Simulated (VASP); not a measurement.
Wanted: the native input for a VASP 6.6.1 run.

| Property | Result |
| --- | --- |
| Task | single point |
| Functional | LDA |
| Potentials or basis | VASP PAW LDA potentials, release 64 (Sr_sv, Tl_d) |
| Cutoff | 520 eV |
| k mesh | 8 × 8 × 8 |
| Occupations | fermi-dirac, width 0.05 eV |
| Spin | no spin polarisation |
| Dipole correction | no |
| Further INCAR settings | ALGO = Normal; EDIFF = 1e-06; NBANDS = 18 |

The structure of SrTl lies in POSCAR:

```
SrTl
1.0
    4.0320000000      0.0000000000      0.0000000000
    0.0000000000      4.0320000000      0.0000000000
    0.0000000000      0.0000000000      4.0320000000
Sr Tl
1 1
Direct
    0.0000000000      0.0000000000      0.0000000000
    0.5000000000      0.5000000000      0.5000000000
```

These files were run (other wordings do the same):

INCAR

```
ALGO = Normal
EDIFF = 1E-6
ENCUT = 520
ISIF = 2
ISMEAR = -1
LASPH = True
LCHARG = False
LREAL = False
LWAVE = False
NBANDS = 18
NELM = 60
PREC = Accurate
SIGMA = 0.05
```

KPOINTS

```
k-points
0
Gamma
  8 8 8
```

Potentials or basis: VASP PAW LDA potentials, release 64 (Sr_sv, Tl_d).

Run with:

```sh
$ cat potpaw_LDA.64/Sr_sv/POTCAR potpaw_LDA.64/Tl_d/POTCAR > POTCAR
$ mpirun -np 1 vasp_std > vasp.out
```

Results of the run:

```yaml
Pressure: -1.8 GPa
Band_gap_on_the_k_mesh: zero (an odd number of electrons rules out a gap without spin polarisation)
```

Caveat: spin-orbit coupling is left out, which moves the levels of the heavy elements.

It took 20 s on 1 thread of Intel(R) Xeon(R) Platinum 8488C (Sapphire Rapids), on a shared host, peak memory 0.17 GiB.
